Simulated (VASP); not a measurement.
# Al (P6_3/mmc) in VASP: further runs

Al is run at these levels: LDA; tasks: single point.

Everything below comes from runs of VASP 6.6.1. Logs are shortened: lines on timing, memory, paths and dates and some standing lists are left out, and cuts for length are marked.

### Step 1. The cell of the first run

It takes space group P6_3/mmc (No. 194, hexagonal). Conventional cell: a = 2.866 Å, b = 2.866 Å, c = 4.920 Å, α = 90.00°, β = 90.00°, γ = 120.00°. Within 3.8 Å of Al (site symmetry -6m2) lie 12 Al at 2.87 to 2.96 Å.

This isn't the form of Al at room conditions, which is fcc.

### Step 2. Single point, LDA

Contents of INCAR:

```
SYSTEM = Al
ALGO     = Fast           ! electronic algorithm
EDIFF    = 1E-6           ! SCF threshold, eV
ENCUT    = 520            ! plane-wave cutoff, eV
ISIF     = 2              ! what is computed and relaxed
ISMEAR   = 0              ! smearing method
LASPH    = .True.         ! aspherical terms in the spheres
LCHARG   = .False.        ! write CHGCAR
LREAL    = .False.        ! projectors in reciprocal space
LWAVE    = .False.        ! write WAVECAR
NBANDS   = 10             ! bands
NELM     = 80             ! most SCF steps
PREC     = Accurate       ! precision mode
SIGMA    = 0.15           ! smearing width, eV
```

Contents of KPOINTS:

```
k-points
0
Gamma
  18 18 10
  0 0 0
```

Contents of POSCAR:

```
Al
1.0
    2.8655000000      0.0000000000      0.0000000000
   -1.4327500000      2.4815957946      0.0000000000
    0.0000000000      0.0000000000      4.9205000000
Al
2
Direct
    0.6666666667      0.3333333333      0.7500000000
    0.3333333333      0.6666666667      0.2500000000
```

Potentials or basis: VASP PAW LDA potentials, release 64 (Al).

Started as:

```bash
$ cat potpaw_LDA.64/Al/POTCAR > POTCAR
$ mpirun -np 1 vasp_std > vasp.out
```

OUTCAR:

```text
SYSTEM = Al
   EDIFF = 1E-6
   ENCUT = 520
   ISIF = 2
   ISMEAR = 0
   LASPH = .True.
   LREAL = .False.
   NELM = 80
   PREC = Accurate

 ion  position               nearest neighbor table
   1  0.667  0.333  0.750-   2 2.96   2 2.96   2 2.96   2 2.96   2 2.96   2 2.96
   2  0.333  0.667  0.250-   1 2.96   1 2.96   1 2.96   1 2.96   1 2.96   1 2.96

  LATTYP: Found a hexagonal cell.
 ALAT       =     2.8655000000
 C/A-ratio  =     1.7171523294

  Lattice vectors:

 A1 = (   2.8655000000,   0.0000000000,   0.0000000000)
 A2 = (  -1.4327500000,   2.4815957946,   0.0000000000)
 A3 = (   0.0000000000,   0.0000000000,   4.9205000000)

Analysis of symmetry for initial positions (statically):
=====================================================================
 Subroutine PRICEL returns:
 Original cell was already a primitive cell.

 Routine SETGRP: Setting up the symmetry group for a
 hexagonal supercell.

 Subroutine GETGRP returns: Found 24 space group operations
 (whereof 12 operations were pure point group operations)
 out of a pool of 24 trial point group operations.

The static configuration has the point symmetry D_3d.
 The point group associated with its full space group is D_6h.

Analysis of symmetry for dynamics (positions and initial velocities):
=====================================================================
 Subroutine PRICEL returns:
 Original cell was already a primitive cell.

 Routine SETGRP: Setting up the symmetry group for a
 hexagonal supercell.

 Subroutine GETGRP returns: Found 24 space group operations
 (whereof 12 operations were pure point group operations)
 out of a pool of 24 trial point group operations.

The dynamic configuration has the point symmetry D_3d.
 The point group associated with its full space group is D_6h.

 Subroutine INISYM returns: Found 24 space group operations
 (whereof 12 operations are pure point group operations),
 and found     1 'primitive' translations

----------------------------------------------------------------------------------------

                                     Primitive cell

  volume of cell :      34.9897

  direct lattice vectors                    reciprocal lattice vectors
     2.865500000  0.000000000  0.000000000     0.348979236  0.201483256  0.000000000
    -1.432750000  2.481595795  0.000000000     0.000000000  0.402966511  0.000000000
     0.000000000  0.000000000  4.920500000     0.000000000  0.000000000  0.203231379

  length of vectors
     2.865500000  2.865500000  4.920500000     0.402966511  0.402966511  0.203231379

  position of ions in fractional coordinates (direct lattice)
     0.666666667  0.333333333  0.750000000
     0.333333333  0.666666667  0.250000000

  ion indices of the primitive-cell ions
   primitive index   ion index
                 1           1
                 2           2

----------------------------------------------------------------------------------------

 KPOINTS: k-points

Automatic generation of k-mesh.
 Grid dimensions read from file:
 generate k-points for:   18   18   10

 Generating k-lattice:

  Cartesian coordinates                     Fractional coordinates (reciprocal lattice)
     0.019387735  0.011193514  0.000000000     0.055555556  0.000000000  0.000000000
     0.000000000  0.022387028  0.000000000     0.000000000  0.055555556  0.000000000
     0.000000000  0.000000000  0.020323138     0.000000000  0.000000000  0.100000000

  Length of vectors
     0.022387028  0.022387028  0.020323138

  Shift w.r.t. Gamma in fractional coordinates (k-lattice)
     0.000000000  0.000000000  0.000000000

 Subroutine IBZKPT returns following result:
 ===========================================

 Found    222 irreducible k-points:

 Following reciprocal coordinates:
            Coordinates               Weight
  0.000000  0.000000  0.000000      1.000000
  0.055556 -0.000000  0.000000      6.000000
  0.111111 -0.000000  0.000000      6.000000
  0.166667 -0.000000  0.000000      6.000000
  0.222222  0.000000  0.000000      6.000000
  0.277778 -0.000000  0.000000      6.000000
[... 16 lines left out ...]
  0.333333  0.111111  0.000000     12.000000
  0.388889  0.111111  0.000000     12.000000
 [... further k-points ...]
   k-points           NKPTS =    222   k-points in BZ     NKDIM =    222   number of bands    NBANDS=     10
   number of dos      NEDOS =    301   number of ions     NIONS =      2
   total plane-waves  NPLWV =  23040
   dimension x,y,z NGX =    24 NGY =   24 NGZ =   40
   dimension x,y,z NGXF=    48 NGYF=   48 NGZF=   80
   ions per type =               2
   NGX,Y,Z   is equivalent  to a cutoff of  13.92, 13.92, 13.51 a.u.
   NGXF,Y,Z  is equivalent  to a cutoff of  27.85, 27.85, 27.03 a.u.
 SYSTEM =  Al
   PREC   = accura    normal or accurate (medium, high low for compatibility)
   ISTART =      0    job   : 0-new  1-cont  2-samecut
   ICHARG =      2    charge: 1-file 2-atom 10-const
   ISPIN  =      1    spin polarized calculation?
   LNONCOLLINEAR =      F non collinear calculations
   LSORBIT =      F    spin-orbit coupling
   LASPH  =      T    aspherical Exc in radial PAW
   ENCUT  =  520.0 eV  38.22 Ry    6.18 a.u.   5.33  5.33  9.15*2*pi/ulx,y,z
   NELM   =     80;   NELMIN=  2; NELMDL= -5     # of ELM steps
   EDIFF  = 0.1E-05   stopping-criterion for ELM
   LREAL  =      F    real-space projection
   EDIFFG = 0.1E-04   stopping-criterion for IOM
   NSW    =      0    number of steps for IOM
   IBRION =     -1    ionic relax: 0-MD 1-quasi-New 2-CG
   NFREE  =      0    steps in history (QN), initial steepest desc. (CG)
   ISIF   =      2    stress and relaxation
   ISYM   =      2    0-nonsym 1-usesym 2-fastsym
   POTIM  = 0.5000    time-step for ionic-motion
   TEBEG  =    0.0;   TEEND  =   0.0 temperature during run
   PSTRESS=    0.0 pullay stress
   NELECT =       6.0000    total number of electrons
   NUPDOWN=      -1.0000    fix difference up-down
   EMIN   =  10.00;   EMAX   =-10.00  energy-range for DOS
   EFERMI =   0.00;   METHOD = LEGACY
   ISMEAR =     0;   SIGMA  =   0.15  broadening in eV -4-tet -1-fermi 0-gaus
   EFERMI_NEDOS =   21; number of points for ismear=-14 and -15
   IALGO  =     68    algorithm
   IMIX   =      4    mixing-type and parameters
     AMIX     =   0.40;   BMIX     =  1.00
     AMIX_MAG =   1.60;   BMIX_MAG =  1.00
  volume/ion in A,a.u.               =      17.49       118.06
  Fermi-wavevector in a.u.,A,eV,Ry     =   0.909519  1.718741 11.255072  0.827224
  Thomas-Fermi vector in A             =   2.033573
   LORBIT       =      0    0 simple, 1 ext, 2 COOP (PROOUT), +10 PAW based schemes
   GGA     = CA    functional components
   LHFCALC =     F    Hartree Fock is set to
   AEXX    =    0.0000 exact exchange contribution
   IVDW    =     0    specifies the selected vdW correction
   LEPSILON=     F    determine dielectric tensor
   LRPA    =     F    only Hartree local field effects (RPA)
 non-spin polarized calculation
 RMM-DIIS sequential band-by-band and
 Gauss-broadening in eV      SIGMA  =   0.15
  energy-cutoff  :      520.00
  volume of cell :       34.99
 maximum number of plane-waves:       967
 NGX is ok and might be reduce to    24
   NGX = 11   NGY = 11   NGZ = 19

 number of electron       6.0000000 magnetization

 Free energy of the ion-electron system (eV)
  ---------------------------------------------------
  ext. energy  EPLUGINS =         0.00000000
  ---------------------------------------------------
  free energy    TOTEN  =        -8.25303148 eV

  energy without entropy =       -8.24308849  energy(sigma->0) =       -8.24805999

 E-fermi :   7.1707     XC(G=0): -10.1287

 val. band max:        7.1653650702   @ k =   0.3889   0.1667   0.2000
 cond. band min:       7.1756550334   @ k =   0.3333   0.3333   0.3000
 fundamental gap:      0.0102899631
 Fermi energy:         7.1706957223

 k-point     1 :       0.0000    0.0000    0.0000
  band No.  band energies     occupation
      1      -3.5103      2.00000
      2       2.2831      2.00000
      3       2.6532      2.00000
      4      17.9514      0.00000
      5      17.9514      0.00000
      6      18.2489      0.00000
      7      18.4146      0.00000
      8      18.4146      0.00000
      9      19.1128      0.00000
     10      21.2450      0.00000

 k-point     2 :       0.0556   -0.0000    0.0000
  band No.  band energies     occupation
      1      -3.4363      2.00000
      2       2.3560      2.00000
      3       2.7224      2.00000
      4      16.4251      0.00000
      5      17.0775      0.00000
      6      17.9384      0.00000
      7      19.1134      0.00000
      8      19.1354      0.00000
      9      19.4171      0.00000
     10      21.1089      0.00000

 k-point     3 :       0.1111   -0.0000    0.0000
  band No.  band energies     occupation
      1      -3.2145      2.00000
      2       2.5741      2.00000
      3       2.9299      2.00000
      4      14.4032      0.00000
      5      16.1354      0.00000
      6      17.3617      0.00000
      7      18.8256      0.00000
      8      19.0729      0.00000
      9      20.0507      0.00000
     10      20.6171      0.00000

 k-point     4 :       0.1667   -0.0000    0.0000
  band No.  band energies     occupation
      1      -2.8456      2.00000
      2       2.9356      2.00000
      3       3.2757      2.00000
      4      12.3836      0.00000
      5      15.3143      0.00000
      6      16.5655      0.00000
      7      17.4791      0.00000
      8      17.9643      0.00000
      9      19.8889      0.00000
     10      19.9532      0.00000

 k-point     5 :       0.2222    0.0000    0.0000
  band No.  band energies     occupation
      1      -2.3308      2.00000
      2       3.4367      2.00000
      3       3.7596      2.00000
      4      10.4432      0.00000
      5      14.6194      0.00000
      6      15.3421      0.00000
      7      16.1621      0.00000
      8      16.3689      0.00000
      9      19.2603      0.00000
     10      20.0852      0.00000

 k-point     6 :       0.2778   -0.0000    0.0000
  band No.  band energies     occupation
      1      -1.6717      2.00000
      2       4.0695      2.00000
      3       4.3810      2.00000
      4       8.6133      0.00000
      5      13.7905      0.00000
      6      14.0514      0.00000
      7      14.3674      0.00000
      8      15.6899      0.00000
      9      18.7508      0.00000
     10      19.9448      0.00000
[... 183 lines left out ...]
 k-point    21 :       0.2222    0.1111    0.0000
  band No.  band energies     occupation
      1      -1.4526      2.00000
      2       4.2790      2.00000
      3       4.5880      2.00000
      4       8.8156      0.00000
      5      11.2074      0.00000
      6      14.2180      0.00000
      7      14.4972      0.00000
      8      16.4878      0.00000
      9      17.3127      0.00000
     10      18.5236      0.00000

 k-point    22 :       0.2778    0.1111    0.0000
  band No.  band energies     occupation
      1      -0.6525      2.00000
      2       5.0048      2.00000
      3       5.3452      2.00000
      4       7.1417      1.21559
      5      10.6895      0.00000
      6      12.6804      0.00000
      7      12.8436      0.00000
      8      16.0764      0.00000
      9      16.7797      0.00000
     10      18.1404      0.00000

 k-point    23 :       0.3333    0.1111    0.0000
  band No.  band energies     occupation
      1       0.2869      2.00000
      2       5.1967      2.00000
      3       6.2340      2.00000
      4       6.2492      2.00000
      5      10.1891      0.00000
      6      11.2943      0.00000
      7      11.3576      0.00000
      8      15.7784      0.00000
      9      16.4105      0.00000
     10      17.8499      0.00000

 k-point    24 :       0.3889    0.1111    0.0000
  band No.  band energies     occupation
      1       1.3612      2.00000
      2       3.8989      2.00000
      3       7.0841      1.58585
      4       7.2341      0.54983
      5       9.3659      0.00000
      6       9.8923      0.00000
      7      10.6155      0.00000
      8      15.5980      0.00000
      9      16.1916      0.00000
     10      17.6706      0.00000

 [... further k-points ...]

------------------------ aborting loop because EDIFF is reached ----------------------------------------

  FORCE on cell =-STRESS in cart. coord.  units (eV):
  Direction    XX          YY          ZZ          XY          YZ          ZX
  --------------------------------------------------------------------------------------
  -------------------------------------------------------------------------------------
  Total       -1.2550398     -1.2550398     -1.3394538      0.0000000     -0.0000000      0.0000000
  in kB      -57.4681732    -57.4681732    -61.3334851      0.0000000     -0.0000000      0.0000000
  external PRESSURE =     -58.7566105 kB  Pullay stress =       0.0000000 kB

 VOLUME and BASIS-vectors are now :
 -----------------------------------------------------------------------------
  energy-cutoff  :      520.00
  volume of cell :       34.99
      direct lattice vectors                 reciprocal lattice vectors
     2.865500000  0.000000000  0.000000000     0.348979236  0.201483256  0.000000000
    -1.432750000  2.481595795  0.000000000     0.000000000  0.402966511  0.000000000
     0.000000000  0.000000000  4.920500000     0.000000000  0.000000000  0.203231379

 POSITION                                       TOTAL-FORCE (eV/Angst)
 -----------------------------------------------------------------------------------
      1.43275      0.82720      3.69037         0.000000     -0.000000      0.000000
     -0.00000      1.65440      1.23012        -0.000000      0.000000      0.000000
 -----------------------------------------------------------------------------------
    total drift:                                0.000000     -0.000000     -0.000000

  FREE ENERGIE OF THE ION-ELECTRON SYSTEM (eV)
  ---------------------------------------------------
  free  energy   TOTEN  =        -8.2530314840 eV

  energy  without entropy=       -8.2430884903  energy(sigma->0) =       -8.24805999
```

Run time: 66 s. Hardware: 1 thread of Intel Xeon 8259CL, shared host; peak memory 0.18 GiB.

What came out:

```
Free energy            : -8.2530 eV
Pressure               : -5.9 GPa
Band gap on the k mesh : zero (bands 3 and 4 overlap by 6.70 eV)
```

Levels at points of the mesh, in eV from the Fermi level:
```csv
k point,band 1,band 2,band 3,band 4,band 5,band 6,band 7
"(0.00, 0.00, 0.00)",-10.68,-4.89,-4.52,10.78,10.78,11.08,11.24
"(0.50, 0.00, 0.00)",-4.91,-4.71,0.60,0.66,1.22,1.59,5.87
"(0.00, 0.00, 0.50)",-9.17,-9.17,2.46,2.46,11.98,11.98,11.98
"(0.50, 0.00, 0.50)",-3.62,-3.62,-3.04,-3.04,7.17,7.17,7.40
```

Caveat: the cell stands under tension.

(Continued in part 2 of 2.)
